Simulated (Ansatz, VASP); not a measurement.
**One calculation of Ge, two programs**

```
CELL_PARAMETERS angstrom
1.47317 -2.56874 0.00000
1.47317 2.56874 0.00000
0.00000 0.00000 4.72760
ATOMIC_POSITIONS crystal
Ge 0.66655 0.33345 0.25000
Ge 0.33345 0.66655 0.75000
```

Change from the starting cell: strain -0.0100 x Voigt [1, 1, 0, 0, 0, 0], atoms carried along.

Alike in both runs: task single point; functional r2SCAN; k mesh 18 × 18 × 10; occupations gaussian, width 0.15 eV; no spin polarisation.

```csv
,VASP,Ansatz
version,VASP 6.6.1,Ansatz 0.2.0
potentials or method,"VASP PAW PBE potentials, release 64 (Ge_d), cutoff 520 eV","scalar-relativistic, plane waves, PAW"
valence electrons in the cell,28,28
```

Ansatz gave:

| Item | Value |
| --- | --- |
| gap on the k mesh at the Fermi level (eV) | none |
| pressure (GPa) | 3.5 |
| traceless stress, the component that is largest in VASP (GPa) | 0.28 |

**Question.** Estimate VASP's values.

**Answer.** gap on the k mesh at the Fermi level (eV): none; pressure (GPa): 3.3; traceless stress, the component that is largest in VASP (GPa): 0.30.

VASP's potentials were made for PBE, not for r2SCAN. A gap of «none» marks a metal or a gap that the smearing closes.
